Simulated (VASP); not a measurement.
Wanted: the native input for a VASP 6.6.1 run.

```yaml
Task: single point
Functional: HSE06
Potentials_or_basis: VASP PAW PBE potentials, release 64 (W_sv, Se)
Cutoff: 520 eV
k_mesh: 6 × 6 × 2
Occupations: gaussian, width 0.01 eV
Spin: no spin polarisation
Dipole_correction: no
Grid_for_exact_exchange_PRECFOCK: Normal
Further_INCAR_settings: ALGO = Normal; EDIFF = 1e-06; NBANDS = 20
Share_of_exact_exchange: 0.25
Screening_parameter: 0.2079 1/Å
```

WSe2:

```
CELL_PARAMETERS angstrom
3.29721 0.00000 0.00000
-1.64861 2.85547 0.00000
0.00000 0.00000 7.18427
ATOMIC_POSITIONS crystal
W 0.00000 0.00000 0.00000
Se 0.33333 0.66667 0.23192
Se 0.33333 0.66667 0.76808
```

These files were run (other wordings do the same):

POSCAR

```
WSe2
1.0
    3.2972133755      0.0000000000      0.0000000000
   -1.6486066877      2.8554705449      0.0000000000
    0.0000000000      0.0000000000      7.1842732350
W Se
1 2
Direct
    0.0000000000      0.0000000000      0.0000000000
    0.3333333333      0.6666666667      0.2319179705
    0.3333333333      0.6666666667      0.7680820295
```

INCAR.step1

```
SYSTEM = WSe2
PREC     = Accurate       ! precision mode
ENCUT    = 520            ! plane-wave cutoff, eV
EDIFF    = 1E-5           ! SCF threshold, eV
ISMEAR   = 0              ! smearing method
SIGMA    = 0.01           ! smearing width, eV
LREAL    = .FALSE.        ! projectors in reciprocal space
LASPH    = .TRUE.         ! aspherical terms in the spheres
NELM     = 80             ! most SCF steps
ALGO     = Normal         ! electronic algorithm
ISIF     = 2              ! what is computed and relaxed
LWAVE    = .TRUE.         ! write WAVECAR
LCHARG   = .FALSE.        ! write CHGCAR
GGA      = PE             ! functional
NBANDS   = 20             ! bands
```

INCAR.step2

```
SYSTEM = WSe2
PREC     = Accurate       ! precision mode
ENCUT    = 520            ! plane-wave cutoff, eV
EDIFF    = 1E-6           ! SCF threshold, eV
ISMEAR   = 0              ! smearing method
SIGMA    = 0.01           ! smearing width, eV
LREAL    = .FALSE.        ! projectors in reciprocal space
LASPH    = .TRUE.         ! aspherical terms in the spheres
NELM     = 80             ! most SCF steps
ALGO     = Normal         ! electronic algorithm
ISIF     = 2              ! what is computed and relaxed
LWAVE    = .FALSE.        ! write WAVECAR
LCHARG   = .FALSE.        ! write CHGCAR
GGA      = PE             ! functional
LHFCALC  = .TRUE.         ! exact exchange
HFSCREEN = 0.2079         ! screening, 1/A
PRECFOCK = Normal       
ISTART   = 1            
NBANDS   = 20             ! bands
```

KPOINTS

```
regular mesh
0
G
  6 6 2
  0 0 0
```

Potentials or basis: VASP PAW PBE potentials, release 64 (W_sv, Se).

Run with:

```sh
$ cat potpaw_PBE.64/W_sv/POTCAR potpaw_PBE.64/Se/POTCAR > POTCAR
$ cp INCAR.step1 INCAR
$ mpirun -np 1 vasp_std > vasp.out
$ cp INCAR.step2 INCAR
$ mpirun -np 1 vasp_std > vasp.out
```

Results of the run:

```yaml
Pressure: -1.0 GPa
Largest_force: 0.271 eV/Å
Band_gap_on_the_k_mesh: 1.90 eV (least direct gap 2.02 eV)
```

Caveat: the k points lie up to 0.44 Å⁻¹ apart; the PAW data sets were made with another functional, which shifts forces and pressure a little; spin-orbit coupling is left out, which moves the levels of the heavy elements; this functional lacks dispersion, which binds layers or chains, so the pressure and a relaxed spacing across them are unreliable.

Wall time 55 min on 1 thread of Intel(R) Xeon(R) Platinum 8375C CPU @ 2.90GHz (Ice Lake) (shared host), peak memory 0.32 GiB.
